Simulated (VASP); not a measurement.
Sb: single point with PBE

The system is Sb.

```
CELL_PARAMETERS angstrom
-1.50500 1.50500 2.50480
1.50500 -1.50500 2.50480
1.50500 1.50500 -2.50480
ATOMIC_POSITIONS crystal
Sb 0.00000 0.00000 0.00000
```

This cell differs from its parent crystal: zz strain of +1 %.

```yaml
Program: VASP 6.6.1
Task: single point
Functional: PBE
Potentials_or_basis: VASP PAW PBE potentials, release 64 (Sb)
Cutoff: 520 eV
k_mesh: 19 × 19 × 19
Occupations: fermi-dirac, width 0.05 eV
Spin: no spin polarisation
Dipole_correction: no
Further_INCAR_settings: ALGO = Normal; EDIFF = 1e-06; NBANDS = 8
```

```yaml
Pressure: 18.0 GPa
Band_gap_on_the_k_mesh: zero (an odd number of electrons rules out a gap without spin polarisation)
```

Stress tensor (GPa, compression positive):
```
18.83  0.00  0.00
 0.00 18.83  0.00
 0.00  0.00 16.34
```

Levels at points of the mesh, in eV from the Fermi level:
| k point | band 1 | band 2 | band 3 | band 4 | band 5 | band 6 |
| --- | --- | --- | --- | --- | --- | --- |
| (0.00, 0.00, 0.00) | -14.46 | 6.30 | 6.67 | 6.67 | 10.01 | 10.44 |

Run time: 77 s on 1 thread of AMD EPYC 7R13, with other jobs on the host, peak memory 0.19 GiB.

Caveat: the cell differs from its parent crystal (zz strain of +1 %); the cell stands under pressure; spin-orbit coupling is left out, which moves the levels of the heavy elements.
